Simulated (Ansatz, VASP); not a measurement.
One calculation of Ti4AlC3, two programs

```xyz
16
Lattice="3.0600 0.0000 0.0000 -1.5300 2.6500 0.0000 0.0000 0.0000 23.6100" Properties=species:S:1:pos:R:3 pbc="T T T"
Ti    0.0000    1.7667    1.3222
Ti    1.5300    0.8833   22.2878
Ti    1.5300    0.8833   13.1272
Ti    0.0000    1.7667   10.4828
Ti    0.0000    0.0000    3.5887
Ti    0.0000    0.0000   20.0213
Ti    0.0000    0.0000   15.3937
Ti    0.0000    0.0000    8.2163
Al    0.0000    1.7667    5.9025
Al    1.5300    0.8833   17.7075
C     0.0000    0.0000    0.0000
C     0.0000    0.0000   11.8050
C     1.5300    0.8833    2.6113
C     0.0000    1.7667   20.9987
C     0.0000    1.7667   14.4163
C     1.5300    0.8833    9.1937
```

Alike in both runs: task relaxation of cell and atoms; functional PBE; k mesh 9 × 9 × 1; occupations gaussian, width 0.1 eV; no spin polarisation.

|  | VASP | Ansatz |
| --- | --- | --- |
| version | VASP 6.6.1 | Ansatz 0.2.0 |
| potentials or method | VASP PAW PBE potentials, release 64 (Ti_sv, Al, C), cutoff 600 eV | scalar-relativistic, plane waves, PAW |
| valence electrons in the cell | 126 | 126 |

```tsv
	VASP	Ansatz	Ansatz less VASP
gap on the k mesh at the Fermi level, each at its own relaxed structure (eV)	none	none	-
relaxed volume (Å³/atom)	12.12	12.12	+0.003
relaxed length of the cell vector where the two differ most in proportion (Å)	23.586	23.595	+0.0095
```

A gap of «none» marks a metal or a gap that the smearing closes.
